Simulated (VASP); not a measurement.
A run of VASP 6.6.1 is set up as follows.

POSCAR

```
BP
1.0
    0.0000000000      2.2682552984      2.2682552984
    2.2682552984      0.0000000000      2.2682552984
    2.2682552984      2.2682552984      0.0000000000
B P
1 1
Direct
    0.0000000000      0.0000000000      0.0000000000
    0.7500000000      0.7500000000      0.7500000000
```

Contents of INCAR.step1:

```
SYSTEM = BP
ALGO = Normal
EDIFF = 1E-4
ENCUT = 600
GGA = PE
ISMEAR = 0
LASPH = .True.
LCHARG = .False.
LREAL = .False.
LWAVE = .True.
NELM = 80
PREC = Accurate
SIGMA = 0.01
```

File INCAR.step2:

```
SYSTEM = BP
ALGO = Normal
EDIFF = 1E-6
EDIFFG = -0.002
ENCUT = 600
IBRION = 2
ISIF = 3
ISMEAR = 0
ISTART = 1
LASPH = .True.
LCHARG = .False.
LMIXTAU = .True.
LREAL = .False.
LWAVE = .False.
METAGGA = R2SCAN
NELM = 80
NSW = 100
PREC = Accurate
PSTRESS = 150.0
SIGMA = 0.01
```

File KPOINTS:

```
k-points
0
Gamma
  8 8 8
  0 0 0
```

Potentials or basis: VASP PAW PBE potentials, release 64 (B, P).

The run is started by

```console
$ cat potpaw_PBE.64/B/POTCAR potpaw_PBE.64/P/POTCAR > POTCAR
$ cp INCAR.step1 INCAR
$ mpirun -np 1 vasp_std > vasp.out
$ cp INCAR.step2 INCAR
$ mpirun -np 1 vasp_std > vasp.out
```

(1) Estimate the band gap on the k mesh.

(2) Predict the relaxed cell.

(3) Estimate the relaxed volume.

(4) Estimate the space group after relaxing (to 0.05 Å).

Results:

(1) 1.37 eV, indirect (least direct gap 3.78 eV).

(2) a = 3.124 Å, b = 3.124 Å, c = 3.124 Å, α = 60.00°, β = 60.00°, γ = 60.00°.

(3) 10.78 Å³/atom.

(4) F-43m (No. 216).

Caveat: the cell is relaxed towards a set pressure, so the enthalpy falls and the energy may rise; the PAW data sets were made with another functional, which shifts forces and pressure a little.
